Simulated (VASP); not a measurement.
# CdS3 (Fm-3m) in VASP: notebook

CdS3 is run at these levels: PBE; tasks: single point, relaxation of cell and atoms.

Everything below comes from runs of VASP 6.6.1. Logs are shortened: lines on timing, memory, paths and dates and some standing lists are left out, and cuts for length are marked.

## Step 1: The cell of the first run

The structure is cubic, space group Fm-3m (No. 225). The conventional cell has a = 6.595 Å, b = 6.595 Å, c = 6.595 Å, α = 90.00°, β = 90.00°, γ = 90.00°. Within 3.8 Å of Cd (site symmetry m-3m) lie 14 S at 2.86 to 3.30 Å. Within 3.8 Å of S (site symmetry -43m) lie 4 Cd at 2.86 Å and 10 S at 2.86 to 3.30 Å. S (site symmetry m-3m) has 8 S at 2.86 Å and 6 Cd at 3.30 Å within 3.8 Å.

## Step 2: Single point, PBE

The input, INCAR:

```
  PREC = Accurate
  ENCUT = 500
  EDIFF = 1E-6
  ISMEAR = 0
  SIGMA = 0.1
  LREAL = F
  LASPH = T
  NELM = 120
  ALGO = Normal
  ISIF = 2
  LWAVE = F
  LCHARG = F
  GGA = PE
  NBANDS = 23
  GGA_COMPAT = F
```

The input, KPOINTS:

```
Automatic mesh
0
Gamma
  4 4 4
```

The input, POSCAR:

```
CdS3
1.0
    0.0000000000      3.2975043752      3.2975043752
    3.2975043752      0.0000000000      3.2975043752
    3.2975043752      3.2975043752      0.0000000000
Cd S
1 3
Direct
    0.0000000000      0.0000000000      0.0000000000
    0.2500000000      0.2500000000      0.2500000000
    0.7500000000      0.7500000000      0.7500000000
    0.5000000000      0.5000000000      0.5000000000
```

Potentials or basis: VASP PAW PBE potentials, release 64 (Cd, S).

On the command line:

```sh
> cat potpaw_PBE.64/Cd/POTCAR potpaw_PBE.64/S/POTCAR > POTCAR
> mpirun -np 1 vasp_std > vasp.out
```

OUTCAR:

```text
PREC = Accurate
   ENCUT = 500
   EDIFF = 1E-6
   ISMEAR = 0
   LREAL = F
   LASPH = T
   NELM = 120
   ISIF = 2
   GGA = PE

 ion  position               nearest neighbor table
   1  0.000  0.000  0.000-   2 2.86   3 2.86   3 2.86   3 2.86   3 2.86   2 2.86   2 2.86   2 2.86

   2  0.250  0.250  0.250-   1 2.86   1 2.86   1 2.86   1 2.86
   3  0.750  0.750  0.750-   1 2.86   1 2.86   1 2.86   1 2.86
   4  0.500  0.500  0.500-

  LATTYP: Found a face centered cubic cell.
 ALAT       =     6.5950087504

  Lattice vectors:

 A1 = (   0.0000000000,   3.2975043752,   3.2975043752)
 A2 = (   3.2975043752,   0.0000000000,   3.2975043752)
 A3 = (   3.2975043752,   3.2975043752,   0.0000000000)

Analysis of symmetry for initial positions (statically):
=====================================================================
 Subroutine PRICEL returns:
 Original cell was already a primitive cell.

 Routine SETGRP: Setting up the symmetry group for a
 face centered cubic supercell.

 Subroutine GETGRP returns: Found 48 space group operations
 (whereof 48 operations were pure point group operations)
 out of a pool of 48 trial point group operations.

The static configuration has the point symmetry O_h .

Analysis of symmetry for dynamics (positions and initial velocities):
=====================================================================
 Subroutine PRICEL returns:
 Original cell was already a primitive cell.

 Routine SETGRP: Setting up the symmetry group for a
 face centered cubic supercell.

 Subroutine GETGRP returns: Found 48 space group operations
 (whereof 48 operations were pure point group operations)
 out of a pool of 48 trial point group operations.

The dynamic configuration has the point symmetry O_h .

 Subroutine INISYM returns: Found 48 space group operations
 (whereof 48 operations are pure point group operations),
 and found     1 'primitive' translations

----------------------------------------------------------------------------------------

                                     Primitive cell

  volume of cell :      71.7111

  direct lattice vectors                    reciprocal lattice vectors
     0.000000000  3.297504375  3.297504375    -0.151629822  0.151629822  0.151629822
     3.297504375  0.000000000  3.297504375     0.151629822 -0.151629822  0.151629822
     3.297504375  3.297504375  0.000000000     0.151629822  0.151629822 -0.151629822

[... 69 lines left out ...]
   NELM   =    120;   NELMIN=  2; NELMDL= -5     # of ELM steps
   EDIFF  = 0.1E-05   stopping-criterion for ELM
   LREAL  =      F    real-space projection
   EDIFFG = 0.1E-04   stopping-criterion for IOM
   NSW    =      0    number of steps for IOM
   IBRION =     -1    ionic relax: 0-MD 1-quasi-New 2-CG
   NFREE  =      0    steps in history (QN), initial steepest desc. (CG)
   ISIF   =      2    stress and relaxation
   ISYM   =      2    0-nonsym 1-usesym 2-fastsym
   POTIM  = 0.5000    time-step for ionic-motion
   TEBEG  =    0.0;   TEEND  =   0.0 temperature during run
   PSTRESS=    0.0 pullay stress
   NELECT =      30.0000    total number of electrons
   NUPDOWN=      -1.0000    fix difference up-down
   EMIN   =  10.00;   EMAX   =-10.00  energy-range for DOS
   EFERMI =   0.00;   METHOD = LEGACY
   ISMEAR =     0;   SIGMA  =   0.10  broadening in eV -4-tet -1-fermi 0-gaus
   EFERMI_NEDOS =   21; number of points for ismear=-14 and -15
   IALGO  =     38    algorithm
   IMIX   =      4    mixing-type and parameters
     AMIX     =   0.40;   BMIX     =  1.00
     AMIX_MAG =   1.60;   BMIX_MAG =  1.00
  volume/ion in A,a.u.               =      17.93       120.98
  Fermi-wavevector in a.u.,A,eV,Ry     =   1.224390  2.313762 20.396923  1.499132
  Thomas-Fermi vector in A             =   2.359467
   LORBIT       =      0    0 simple, 1 ext, 2 COOP (PROOUT), +10 PAW based schemes
   GGA     = PE    functional components
   LHFCALC =     F    Hartree Fock is set to
   AEXX    =    0.0000 exact exchange contribution
   IVDW    =     0    specifies the selected vdW correction
   LEPSILON=     F    determine dielectric tensor
   LRPA    =     F    only Hartree local field effects (RPA)
 non-spin polarized calculation
 Gauss-broadening in eV      SIGMA  =   0.10
  energy-cutoff  :      500.00
  volume of cell :       71.71
 maximum number of plane-waves:      1837
 NGX is ok and might be reduce to    36
   NGX = 17   NGY = 17   NGZ = 17

 number of electron      30.0000002 magnetization

 Free energy of the ion-electron system (eV)
  ---------------------------------------------------
  ext. energy  EPLUGINS =         0.00000000
  ---------------------------------------------------
  free energy    TOTEN  =       -10.42356391 eV

  energy without entropy =      -10.39611175  energy(sigma->0) =      -10.40983783

 E-fermi :   5.2362     XC(G=0): -10.9080

 val. band max:        5.1307554416   @ k =   0.2500   0.0000   0.0000
 cond. band min:       5.2600170997   @ k =   0.5000   0.5000   0.0000
 fundamental gap:      0.1292616581
 Fermi energy:         5.2362109752

 k-point     1 :       0.0000    0.0000    0.0000
  band No.  band energies     occupation
      1      -9.8352      2.00000
      2      -5.9363      2.00000
      3      -5.0975      2.00000
      4      -3.1353      2.00000
      5      -3.1353      2.00000
      6      -3.1353      2.00000
[... 197 lines left out ...]
     22      14.8992      0.00000
     23      14.8992      0.00000

------------------------ aborting loop because EDIFF is reached ----------------------------------------

  FORCE on cell =-STRESS in cart. coord.  units (eV):
  Direction    XX          YY          ZZ          XY          YZ          ZX
  --------------------------------------------------------------------------------------
  -------------------------------------------------------------------------------------
  Total        0.1190268      0.1190268      0.1190268      0.0000000      0.0000000     -0.0000000
  in kB        2.6593104      2.6593104      2.6593104      0.0000000      0.0000000     -0.0000000
  external PRESSURE =       2.6593104 kB  Pullay stress =       0.0000000 kB

 VOLUME and BASIS-vectors are now :
 -----------------------------------------------------------------------------
  energy-cutoff  :      500.00
  volume of cell :       71.71
      direct lattice vectors                 reciprocal lattice vectors
     0.000000000  3.297504375  3.297504375    -0.151629822  0.151629822  0.151629822
     3.297504375  0.000000000  3.297504375     0.151629822 -0.151629822  0.151629822
     3.297504375  3.297504375  0.000000000     0.151629822  0.151629822 -0.151629822

 POSITION                                       TOTAL-FORCE (eV/Angst)
 -----------------------------------------------------------------------------------
      0.00000      0.00000      0.00000        -0.000000     -0.000000     -0.000000
      1.64875      1.64875      1.64875         0.000000      0.000000     -0.000000
      4.94626      4.94626      4.94626        -0.000000      0.000000      0.000000
      3.29750      3.29750      3.29750        -0.000000     -0.000000     -0.000000
 -----------------------------------------------------------------------------------
    total drift:                               -0.000000      0.000000      0.000000

  FREE ENERGIE OF THE ION-ELECTRON SYSTEM (eV)
  ---------------------------------------------------
  free  energy   TOTEN  =       -10.4235639069 eV

  energy  without entropy=      -10.3961117504  energy(sigma->0) =      -10.40983783
```

OSZICAR:

```text
N       E                     dE             d eps       ncg     rms          rms(c)
DAV:   1     0.177021729177E+03    0.17702E+03   -0.13994E+04   376   0.116E+03
DAV:   2    -0.121202659130E+01   -0.17823E+03   -0.16889E+03   453   0.268E+02
DAV:   3    -0.107709842764E+02   -0.95590E+01   -0.94332E+01   438   0.622E+01
DAV:   4    -0.108647361462E+02   -0.93752E-01   -0.93549E-01   445   0.663E+00
DAV:   5    -0.108661142035E+02   -0.13781E-02   -0.13780E-02   445   0.796E-01    0.118E+01
DAV:   6    -0.105146420452E+02    0.35147E+00   -0.13089E+00   471   0.104E+01    0.816E+00
DAV:   7    -0.104573425918E+02    0.57299E-01   -0.57866E-01   470   0.363E+00    0.536E+00
DAV:   8    -0.104250845263E+02    0.32258E-01   -0.12530E-01   424   0.203E+00    0.100E+00
DAV:   9    -0.104235778234E+02    0.15067E-02   -0.16769E-02   438   0.110E+00    0.214E-01
DAV:  10    -0.104235229666E+02    0.54857E-04   -0.10950E-03   417   0.211E-01    0.813E-02
DAV:  11    -0.104235496703E+02   -0.26704E-04   -0.49153E-05   445   0.455E-02    0.425E-02
DAV:  12    -0.104235636414E+02   -0.13971E-04   -0.89073E-06   424   0.270E-02    0.710E-03
DAV:  13    -0.104235639069E+02   -0.26559E-06   -0.92564E-07   268   0.622E-03
   1 F= -.10423564E+02 E0= -.10409838E+02  d E =-.274522E-01
```

Wall time 14 s (1 thread of Intel Xeon Platinum 8488C (Sapphire Rapids), shared host); peak memory 0.19 GiB.

Results:

| Property | Result |
| --- | --- |
| Free energy | -10.4236 eV |
| Pressure | 0.3 GPa |
| Band gap on the k mesh | zero (band 15 reaches 5.44 eV, above the bottom of band 16 at 4.65 eV) |

Levels at points of the mesh, in eV from the Fermi level:
| k point | band 11 | band 12 | band 13 | band 14 | band 15 | band 16 | band 17 | band 18 |
| --- | --- | --- | --- | --- | --- | --- | --- | --- |
| (0.00, 0.00, 0.00) | -3.39 | -2.72 | -2.72 | -2.72 | -0.59 | -0.59 | -0.59 | 1.29 |
| (0.50, 0.00, 0.00) | -3.96 | -3.00 | -3.00 | -1.58 | 0.20 | 0.81 | 0.81 | 3.24 |
| (0.50, 0.50, 0.00) | -5.07 | -1.48 | -0.31 | -0.31 | 0.02 | 0.62 | 0.62 | 2.58 |

Caveat: the k points lie up to 0.41 Å⁻¹ apart.

## Step 3: Single point, PBE

This run uses another cell than the first one, of 24.39 Å³/atom, 1.360 times its volume.

The input, INCAR:

```
SYSTEM = CdS3
PREC     = Accurate       ! precision mode
ENCUT    = 500            ! plane-wave cutoff, eV
EDIFF    = 1E-6           ! SCF threshold, eV
ISMEAR   = 0              ! smearing method
SIGMA    = 0.1            ! smearing width, eV
LREAL    = .False.        ! projectors in reciprocal space
LASPH    = .True.         ! aspherical terms in the spheres
NELM     = 120            ! most SCF steps
ALGO     = Normal         ! electronic algorithm
ISIF     = 2              ! what is computed and relaxed
LWAVE    = .False.        ! write WAVECAR
LCHARG   = .False.        ! write CHGCAR
GGA      = PE             ! functional
NBANDS   = 23             ! bands
GGA_COMPAT= .False.
```

The input, KPOINTS:

```
Automatic mesh
0
Gamma
  4 4 4
  0 0 0
```

The input, POSCAR:

```
CdS3
1.0
    0.0000000000      3.6537444600      3.6537444600
    3.6537444600      0.0000000000      3.6537444600
    3.6537444600      3.6537444600      0.0000000000
Cd S
1 3
Direct
    0.0000000000      0.0000000000      0.0000000000
    0.2500000000      0.2500000000      0.2500000000
    0.7500000000      0.7500000000      0.7500000000
    0.5000000000      0.5000000000      0.5000000000
```

Potentials or basis: VASP PAW PBE potentials, release 64 (Cd, S).

On the command line:

```sh
> cat potpaw_PBE.64/Cd/POTCAR potpaw_PBE.64/S/POTCAR > POTCAR
> mpirun -np 1 vasp_std > vasp.out
```

It took 20 s on 1 thread of Intel Xeon Platinum 8488C (Sapphire Rapids), shared host; peak memory 0.23 GiB.

The run converged. Its results:

| Item | Value |
| --- | --- |
| Free energy | -9.3499 eV |
| Pressure | -10.1 GPa |
| Band gap on the k mesh | zero (band 15 reaches 2.09 eV, above the bottom of band 16 at 1.87 eV) |

Levels at points of the mesh, in eV from the Fermi level:
```csv
k point,band 11,band 12,band 13,band 14,band 15,band 16,band 17,band 18,band 19,band 20
"(0.00, 0.00, 0.00)",-2.16,-1.86,-1.86,-1.86,-0.20,-0.20,-0.20,0.09,6.13,6.13
"(0.50, 0.00, 0.00)",-2.72,-1.81,-1.81,-1.28,0.02,0.50,0.50,2.10,5.42,5.42
"(0.50, 0.50, 0.00)",-3.67,-1.26,-0.24,-0.24,-0.02,0.44,0.44,1.76,6.00,7.21
```

Caveat: the k points lie up to 0.37 Å⁻¹ apart.

## Step 4: Relaxation of cell and atoms, PBE

This run uses another cell than the first one, of 24.39 Å³/atom, 1.360 times its volume.

The input, INCAR:

```
SYSTEM = CdS3
PREC = Accurate ; ENCUT = 500
EDIFF = 1E-7 ; ISMEAR = 0
SIGMA = 0.1 ; LREAL = .FALSE.
LASPH = .TRUE. ; NELM = 120
ALGO = Normal ; ISIF = 3
LWAVE = .FALSE. ; LCHARG = .FALSE.
GGA = PE ; IBRION = 2
NSW = 90 ; EDIFFG = -0.04
GGA_COMPAT = .FALSE. ; NELMIN = 4
```

The input, KPOINTS:

```
regular mesh
0
G
  4 4 4
  0 0 0
```

POSCAR is that of step 3.

On the command line:

```sh
> cat potpaw_PBE.64/Cd/POTCAR potpaw_PBE.64/S/POTCAR > POTCAR
> mpirun -np 1 vasp_std > vasp.out
```

Run time: 59 s. Hardware: 1 thread of Intel Xeon Platinum 8488C (Sapphire Rapids), shared host; peak memory 0.24 GiB.

The run converged. Its results:

- Free energy: -10.4302 eV
- Relaxed volume: 17.98 Å³/atom
- Relaxed cell: a = 4.668 Å, b = 4.668 Å, c = 4.668 Å, α = 60.00°, β = 60.00°, γ = 60.00°
- Space group after relaxing (to 0.05 Å): Fm-3m (No. 225)
- Energy gained by relaxing: 270.1 meV/atom
- Ionic steps: 4
- Pressure after relaxing: 0.1 GPa
- Band gap on the k mesh: zero (band 15 reaches 5.40 eV, above the bottom of band 16 at 4.62 eV)

The path:
| step | energy change (eV) | largest force (eV/Å) | pressure (GPa) | volume (Å³) |
| --- | --- | --- | --- | --- |
| 1 | 0.0000 | 0.0000 | -10.12 | 97.55 |
| 2 | -1.0053 | 0.0000 | -4.15 | 77.38 |
| 3 | -1.0797 | 0.0000 | -0.42 | 72.44 |
| 4 | -1.0803 | 0.0000 | 0.06 | 71.93 |

Final structure:
```cif
data_structure
_symmetry_space_group_name_H-M 'P 1'
_symmetry_Int_Tables_number 1
_cell_length_a 4.6681
_cell_length_b 4.6681
_cell_length_c 4.6681
_cell_angle_alpha 60.000
_cell_angle_beta 60.000
_cell_angle_gamma 60.000
_cell_volume 71.93
loop_
_atom_site_label
_atom_site_type_symbol
_atom_site_fract_x
_atom_site_fract_y
_atom_site_fract_z
_atom_site_occupancy
Cd1 Cd 0.00000 0.00000 0.00000 1
S1 S 0.25000 0.25000 0.25000 1
S2 S 0.75000 0.75000 0.75000 1
S3 S 0.50000 0.50000 0.50000 1
```

Levels at points of the mesh, in eV from the Fermi level:
| k point | band 11 | band 12 | band 13 | band 14 | band 15 | band 16 | band 17 | band 18 |
| --- | --- | --- | --- | --- | --- | --- | --- | --- |
| (0.00, 0.00, 0.00) | -3.38 | -2.71 | -2.71 | -2.71 | -0.58 | -0.58 | -0.58 | 1.27 |
| (0.50, 0.00, 0.00) | -3.94 | -2.99 | -2.99 | -1.58 | 0.20 | 0.80 | 0.80 | 3.23 |
| (0.50, 0.50, 0.00) | -5.06 | -1.48 | -0.31 | -0.31 | 0.02 | 0.61 | 0.61 | 2.57 |

Caveat: the k points lie up to 0.41 Å⁻¹ apart in the final cell; the volume moved by over 15 % at a fixed basis, so the end points are rough.

## Step 5: Single point, PBE

This run uses another cell than the first one, of 18.08 Å³/atom, 1.009 times its volume.

The input, INCAR:

```
PREC = Accurate ; ENCUT = 500
EDIFF = 1E-6 ; ISMEAR = 0
SIGMA = 0.1 ; LREAL = F
LASPH = T ; NELM = 120
ALGO = Normal ; ISIF = 2
LWAVE = F ; LCHARG = F
GGA = PE ; NBANDS = 23
GGA_COMPAT = F
```

The input, KPOINTS:

```
regular mesh
0
Gamma
  12 12 12
```

The input, POSCAR:

```
CdS3
1.0
    0.0000000000      3.3068885081      3.3068885081
    3.3068885081      0.0000000000      3.3068885081
    3.3068885081      3.3068885081      0.0000000000
Cd S
1 3
Direct
    0.0000000000      0.0000000000      0.0000000000
    0.2500000000      0.2500000000      0.2500000000
    0.7500000000      0.7500000000      0.7500000000
    0.5000000000      0.5000000000      0.5000000000
```

On the command line:

```sh
> cat potpaw_PBE.64/Cd/POTCAR potpaw_PBE.64/S/POTCAR > POTCAR
> mpirun -np 1 vasp_std > vasp.out
```

Run time: 86 s. Hardware: 1 thread of Intel Xeon Platinum 8488C (Sapphire Rapids), shared host; peak memory 0.25 GiB.

It converged, with:

```yaml
Free_energy: -10.4529 eV
Pressure: 0.2 GPa
Band_gap_on_the_k_mesh: zero (band 15 reaches 5.42 eV, above the bottom of band 16 at 4.44 eV)
```

Levels at points of the mesh, in eV from the Fermi level:
```csv
k point,band 12,band 13,band 14,band 15,band 16,band 17,band 18,band 19
"(0.00, 0.00, 0.00)",-2.68,-2.68,-2.68,-0.56,-0.56,-0.56,1.26,5.72
"(0.50, 0.00, 0.00)",-2.95,-2.95,-1.56,0.21,0.81,0.81,3.22,5.34
"(0.50, 0.50, 0.00)",-1.46,-0.29,-0.29,0.04,0.62,0.62,2.57,7.32
```

[end of part 1 of 2]
